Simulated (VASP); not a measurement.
# Hg (P6_3/mmc) in VASP: notebook

Hg is run at these levels: PBE; tasks: single point.

All numbers are computed with VASP 6.6.1; they aren't measurements. Logs are shortened: lines on timing, memory, paths and dates and some standing lists are left out, and cuts for length are marked.

## Step 1: The cell of the first run

Symmetry: P6_3/mmc, No. 194, hexagonal system. Conventional cell: a = 3.660 Å, b = 3.660 Å, c = 11.594 Å, α = 90.00°, β = 90.00°, γ = 120.00°. Within 4.7 Å of Hg (site symmetry -3m) lie 12 Hg at 3.59 to 3.66 Å. Hg (site symmetry -6m2) has 12 Hg at 3.59 to 3.66 Å within 4.7 Å.

## Step 2: Single point, PBE (33.63 Å³/atom)

INCAR

```
ALGO = Normal
EDIFF = 1E-6
ENCUT = 500
GGA = PE
GGA_COMPAT = F
ISIF = 2
ISMEAR = -1
LASPH = T
LCHARG = F
LREAL = F
LWAVE = F
NBANDS = 32
NELM = 120
PREC = Accurate
SIGMA = 0.1
```

KPOINTS

```
k-points
0
Gamma
  12 12 4
```

POSCAR

```
Hg
1.0
    3.6599249768      0.0000000000      0.0000000000
   -1.8299624884      3.1695880058      0.0000000000
    0.0000000000      0.0000000000     11.5944552108
Hg
4
Direct
    0.0000000000      1.0000000000      0.0000000000
    0.0000000000      1.0000000000      0.5000000000
    0.3333333333      0.6666666667      0.2500000000
    0.6666666667      0.3333333333      0.7500000000
```

Potentials or basis: VASP PAW PBE potentials, release 64 (Hg).

Command:

```bash
$ cat potpaw_PBE.64/Hg/POTCAR > POTCAR
$ mpirun -np 1 vasp_std > vasp.out
```

OUTCAR:

```text
EDIFF = 1E-6
   ENCUT = 500
   GGA = PE
   ISIF = 2
   ISMEAR = -1
   LASPH = T
   LREAL = F
   NELM = 120
   PREC = Accurate

 ion  position               nearest neighbor table
   1  0.000  0.000  0.000-   3 3.59   4 3.59   3 3.59   4 3.59   4 3.59   3 3.59
   2  0.000  0.000  0.500-   3 3.59   4 3.59   3 3.59   4 3.59   4 3.59   3 3.59
   3  0.333  0.667  0.250-   1 3.59   2 3.59   1 3.59   2 3.59   1 3.59   2 3.59
   4  0.667  0.333  0.750-   1 3.59   2 3.59   1 3.59   2 3.59   1 3.59   2 3.59

  LATTYP: Found a hexagonal cell.
 ALAT       =     3.6599249768
 C/A-ratio  =     3.1679488744

  Lattice vectors:

 A1 = (   3.6599249768,   0.0000000000,   0.0000000000)
 A2 = (  -1.8299624884,   3.1695880058,   0.0000000000)
 A3 = (   0.0000000000,   0.0000000000,  11.5944552108)

Analysis of symmetry for initial positions (statically):
=====================================================================
 Subroutine PRICEL returns:
 Original cell was already a primitive cell.

 Routine SETGRP: Setting up the symmetry group for a
 hexagonal supercell.

 Subroutine GETGRP returns: Found 24 space group operations
 (whereof 12 operations were pure point group operations)
 out of a pool of 24 trial point group operations.

The static configuration has the point symmetry D_3d.
 The point group associated with its full space group is D_6h.

Analysis of symmetry for dynamics (positions and initial velocities):
=====================================================================
 Subroutine PRICEL returns:
 Original cell was already a primitive cell.

 Routine SETGRP: Setting up the symmetry group for a
 hexagonal supercell.

 Subroutine GETGRP returns: Found 24 space group operations
 (whereof 12 operations were pure point group operations)
 out of a pool of 24 trial point group operations.

The dynamic configuration has the point symmetry D_3d.
 The point group associated with its full space group is D_6h.

 Subroutine INISYM returns: Found 24 space group operations
 (whereof 12 operations are pure point group operations),
 and found     1 'primitive' translations

----------------------------------------------------------------------------------------

                                     Primitive cell

  volume of cell :     134.5009

  direct lattice vectors                    reciprocal lattice vectors
     3.659924977  0.000000000  0.000000000     0.273229644  0.157749209  0.000000000
    -1.829962488  3.169588006  0.000000000     0.000000000  0.315498418  0.000000000
     0.000000000  0.000000000 11.594455211     0.000000000  0.000000000  0.086248123

  length of vectors
     3.659924977  3.659924977 11.594455211     0.315498418  0.315498418  0.086248123

  position of ions in fractional coordinates (direct lattice)
     0.000000000  0.000000000  0.000000000
     0.000000000  0.000000000  0.500000000
     0.333333333  0.666666667  0.250000000
     0.666666667  0.333333333  0.750000000

  ion indices of the primitive-cell ions
   primitive index   ion index
                 1           1
                 2           2
                 3           3
                 4           4

----------------------------------------------------------------------------------------

 KPOINTS: k-points

Automatic generation of k-mesh.
 Grid dimensions read from file:
 generate k-points for:   12   12    4

 Generating k-lattice:

  Cartesian coordinates                     Fractional coordinates (reciprocal lattice)
     0.022769137  0.013145767  0.000000000     0.083333333  0.000000000  0.000000000
     0.000000000  0.026291535  0.000000000     0.000000000  0.083333333  0.000000000
     0.000000000  0.000000000  0.021562031     0.000000000  0.000000000  0.250000000

  Length of vectors
     0.026291535  0.026291535  0.021562031

  Shift w.r.t. Gamma in fractional coordinates (k-lattice)
     0.000000000  0.000000000  0.000000000

 Subroutine IBZKPT returns following result:
 ===========================================

 Found     57 irreducible k-points:

 Following reciprocal coordinates:
            Coordinates               Weight
  0.000000  0.000000  0.000000      1.000000
  0.083333 -0.000000  0.000000      6.000000
  0.166667 -0.000000  0.000000      6.000000
  0.250000  0.000000  0.000000      6.000000
  0.333333  0.000000  0.000000      6.000000
  0.416667  0.000000  0.000000      6.000000
[... 16 lines left out ...]
  0.250000  0.000000  0.250000     12.000000
  0.333333  0.000000  0.250000     12.000000
 [... further k-points ...]
   k-points           NKPTS =     57   k-points in BZ     NKDIM =     57   number of bands    NBANDS=     32
   number of dos      NEDOS =    301   number of ions     NIONS =      4
   total plane-waves  NPLWV =  70560
   dimension x,y,z NGX =    28 NGY =   28 NGZ =   90
   dimension x,y,z NGXF=    56 NGYF=   56 NGZF=  180
   ions per type =               4
   NGX,Y,Z   is equivalent  to a cutoff of  12.72, 12.72, 12.90 a.u.
   NGXF,Y,Z  is equivalent  to a cutoff of  25.44, 25.44, 25.81 a.u.
 SYSTEM =  unknown system
   PREC   = accura    normal or accurate (medium, high low for compatibility)
   ISTART =      0    job   : 0-new  1-cont  2-samecut
   ICHARG =      2    charge: 1-file 2-atom 10-const
   ISPIN  =      1    spin polarized calculation?
   LNONCOLLINEAR =      F non collinear calculations
   LSORBIT =      F    spin-orbit coupling
   LASPH  =      T    aspherical Exc in radial PAW
   ENCUT  =  500.0 eV  36.75 Ry    6.06 a.u.   6.67  6.67 21.14*2*pi/ulx,y,z
   NELM   =    120;   NELMIN=  2; NELMDL= -5     # of ELM steps
   EDIFF  = 0.1E-05   stopping-criterion for ELM
   LREAL  =      F    real-space projection
   EDIFFG = 0.1E-04   stopping-criterion for IOM
   NSW    =      0    number of steps for IOM
   IBRION =     -1    ionic relax: 0-MD 1-quasi-New 2-CG
   NFREE  =      0    steps in history (QN), initial steepest desc. (CG)
   ISIF   =      2    stress and relaxation
   ISYM   =      2    0-nonsym 1-usesym 2-fastsym
   POTIM  = 0.5000    time-step for ionic-motion
   TEBEG  =    0.0;   TEEND  =   0.0 temperature during run
   PSTRESS=    0.0 pullay stress
   NELECT =      48.0000    total number of electrons
   NUPDOWN=      -1.0000    fix difference up-down
   EMIN   =  10.00;   EMAX   =-10.00  energy-range for DOS
   EFERMI =   0.00;   METHOD = LEGACY
   ISMEAR =    -1;   SIGMA  =   0.10  broadening in eV -4-tet -1-fermi 0-gaus
   EFERMI_NEDOS =   21; number of points for ismear=-14 and -15
   IALGO  =     38    algorithm
   IMIX   =      4    mixing-type and parameters
     AMIX     =   0.40;   BMIX     =  1.00
     AMIX_MAG =   1.60;   BMIX_MAG =  1.00
  volume/ion in A,a.u.               =      33.63       226.91
  Fermi-wavevector in a.u.,A,eV,Ry     =   1.161217  2.194382 18.346441  1.348425
  Thomas-Fermi vector in A             =   2.297792
   LORBIT       =      0    0 simple, 1 ext, 2 COOP (PROOUT), +10 PAW based schemes
   GGA     = PE    functional components
   LHFCALC =     F    Hartree Fock is set to
   AEXX    =    0.0000 exact exchange contribution
   IVDW    =     0    specifies the selected vdW correction
   LEPSILON=     F    determine dielectric tensor
   LRPA    =     F    only Hartree local field effects (RPA)
 non-spin polarized calculation
  energy-cutoff  :      500.00
  volume of cell :      134.50
 maximum number of plane-waves:      3462
 NGX is ok and might be reduce to    28
   NGX = 13   NGY = 13   NGZ = 43

 number of electron      47.9999996 magnetization

 Free energy of the ion-electron system (eV)
  ---------------------------------------------------
  ext. energy  EPLUGINS =         0.00000000
  ---------------------------------------------------
  free energy    TOTEN  =        -0.73202494 eV

  energy without entropy =       -0.72999713  energy(sigma->0) =       -0.73101104

 E-fermi :   0.0965     XC(G=0):  -8.9774

 val. band max:       -0.3464545585   @ k =   0.2500   0.2500   0.0000
 cond. band min:       0.2892805950   @ k =   0.0000   0.0000   0.0000
 fundamental gap:      0.6357351535
 Fermi energy:         0.0964578047

 k-point     1 :       0.0000    0.0000    0.0000
  band No.  band energies     occupation
      1      -6.1529      2.00000
      2      -6.0491      2.00000
      3      -5.8766      2.00000
      4      -5.8739      2.00000
      5      -5.7047      2.00000
      6      -5.7047      2.00000
[... 24 lines left out ...]
     31      10.8055      0.00000
     32      10.8081      0.00000

 k-point     2 :       0.0833   -0.0000    0.0000
  band No.  band energies     occupation
      1      -6.0475      2.00000
      2      -6.0115      2.00000
      3      -5.8406      2.00000
      4      -5.8319      2.00000
      5      -5.7129      2.00000
      6      -5.7088      2.00000
[... 24 lines left out ...]
     31       9.7014      0.00000
     32      10.4838      0.00000

 k-point     3 :       0.1667   -0.0000    0.0000
  band No.  band energies     occupation
      1      -5.9408      2.00000
      2      -5.8609      2.00000
      3      -5.7957      2.00000
      4      -5.7904      2.00000
      5      -5.7179      2.00000
      6      -5.7108      2.00000
[... 24 lines left out ...]
     31       8.4560      0.00000
     32       9.5264      0.00000

 k-point     4 :       0.2500    0.0000    0.0000
  band No.  band energies     occupation
      1      -5.9470      2.00000
      2      -5.9097      2.00000
      3      -5.8274      2.00000
      4      -5.8208      2.00000
      5      -5.7928      2.00000
      6      -5.6507      2.00000
[... 654 lines left out ...]
     31       8.8972      0.00000
     32       9.2188      0.00000

 k-point    23 :       0.2500    0.0000    0.2500
  band No.  band energies     occupation
      1      -5.9400      2.00000
      2      -5.9024      2.00000
      3      -5.8704      2.00000
      4      -5.8137      2.00000
      5      -5.7587      2.00000
      6      -5.6997      2.00000
[... 24 lines left out ...]
     31       7.6687      0.00000
     32       8.4085      0.00000

 k-point    24 :       0.3333    0.0000    0.2500
  band No.  band energies     occupation
      1      -6.0028      2.00000
      2      -5.9714      2.00000
      3      -5.9203      2.00000
      4      -5.9123      2.00000
      5      -5.8383      2.00000
      6      -5.7541      2.00000
[... 24 lines left out ...]
     31       6.9707      0.00000
     32       7.7486      0.00000

 [... further k-points ...]

------------------------ aborting loop because EDIFF is reached ----------------------------------------

  FORCE on cell =-STRESS in cart. coord.  units (eV):
  Direction    XX          YY          ZZ          XY          YZ          ZX
  --------------------------------------------------------------------------------------
  -------------------------------------------------------------------------------------
  Total       -0.3218899     -0.3218899     -0.3762902     -0.0000000      0.0000000      0.0000000
  in kB       -3.8343569     -3.8343569     -4.4823750     -0.0000000      0.0000000      0.0000000
  external PRESSURE =      -4.0503630 kB  Pullay stress =       0.0000000 kB

 VOLUME and BASIS-vectors are now :
 -----------------------------------------------------------------------------
  energy-cutoff  :      500.00
  volume of cell :      134.50
      direct lattice vectors                 reciprocal lattice vectors
     3.659924977  0.000000000  0.000000000     0.273229644  0.157749209  0.000000000
    -1.829962488  3.169588006  0.000000000     0.000000000  0.315498418  0.000000000
     0.000000000  0.000000000 11.594455211     0.000000000  0.000000000  0.086248123

 POSITION                                       TOTAL-FORCE (eV/Angst)
 -----------------------------------------------------------------------------------
      0.00000      0.00000      0.00000        -0.000000      0.000000      0.000000
      0.00000      0.00000      5.79723        -0.000000      0.000000      0.000000
     -0.00000      2.11306      2.89861        -0.000000      0.000000     -0.000000
      1.82996      1.05653      8.69584         0.000000     -0.000000     -0.000000
 -----------------------------------------------------------------------------------
    total drift:                                0.000000     -0.000000      0.000000

  FREE ENERGIE OF THE ION-ELECTRON SYSTEM (eV)
  ---------------------------------------------------
  free  energy   TOTEN  =        -0.7320249413 eV

  energy  without entropy=       -0.7299971312  energy(sigma->0) =       -0.73101104
```

Run time: 80 s. Hardware: 1 thread of Intel Xeon 6975P-C (Granite Rapids), shared host; peak memory 0.34 GiB.

Results:

```
Free energy            : -0.7320 eV
Pressure               : -0.4 GPa
Band gap on the k mesh : 0.64 eV (least direct gap 1.06 eV)
```

Levels at points of the mesh, in eV from the valence-band top:
```csv
k point,band 21,band 22,band 23,band 24,band 25,band 26,band 27,band 28
"(0.00, 0.00, 0.00)",-4.79,-4.40,-4.40,-1.10,0.64,6.34,6.35,10.26
"(0.50, 0.00, 0.00)",-1.73,-1.47,-0.88,-0.33,0.73,1.05,3.03,3.45
"(0.00, 0.00, 0.50)",-4.85,-4.85,-2.74,-2.74,2.89,2.89,10.23,10.23
"(0.50, 0.00, 0.50)",-1.55,-1.55,-0.85,-0.85,1.64,1.64,2.25,2.25
```

Caveat: spin-orbit coupling is left out, which moves the levels of the heavy elements.

## Step 3: Single point, PBE

This run uses another cell than the first one, of 31.13 Å³/atom.

INCAR

```
PREC = Accurate
ENCUT = 500
EDIFF = 1E-6
ISMEAR = -1
SIGMA = 0.1
LREAL = F
LASPH = T
NELM = 120
ALGO = Normal
ISIF = 2
LWAVE = F
LCHARG = F
GGA = PE
NBANDS = 32
GGA_COMPAT = F
```

KPOINTS

```
regular mesh
0
Gamma
  13 13 4
```

POSCAR

```
Hg
1.0
    3.5672285175      0.0000000000      0.0000000000
   -1.7836142588      3.0893105173      0.0000000000
    0.0000000000      0.0000000000     11.3007975671
Hg
4
Direct
    0.0000000000      1.0000000000      0.0000000000
    0.0000000000      1.0000000000      0.5000000000
    0.3333333333      0.6666666667      0.2500000000
    0.6666666667      0.3333333333      0.7500000000
```

Potentials or basis: VASP PAW PBE potentials, release 64 (Hg).

Command:

```bash
$ cat potpaw_PBE.64/Hg/POTCAR > POTCAR
$ mpirun -np 1 vasp_std > vasp.out
```

Run time: 81 s. Hardware: 1 thread of Intel Xeon 6975P-C (Granite Rapids), shared host; peak memory 0.34 GiB.

Results (log left out):

```yaml
Free_energy: -0.7408 eV
Pressure: 0.0 GPa
```

Levels at points of the mesh, in eV from the Fermi level:
| k point | band 21 | band 22 | band 23 | band 24 | band 25 | band 26 | band 27 | band 28 |
| --- | --- | --- | --- | --- | --- | --- | --- | --- |
| (0.00, 0.00, 0.00) | -5.26 | -5.12 | -5.12 | -1.43 | -0.04 | 6.21 | 6.22 | 10.35 |
| (0.00, 0.00, 0.50) | -5.33 | -5.33 | -3.35 | -3.35 | 2.52 | 2.52 | 10.34 | 10.34 |

Caveat: spin-orbit coupling is left out, which moves the levels of the heavy elements.
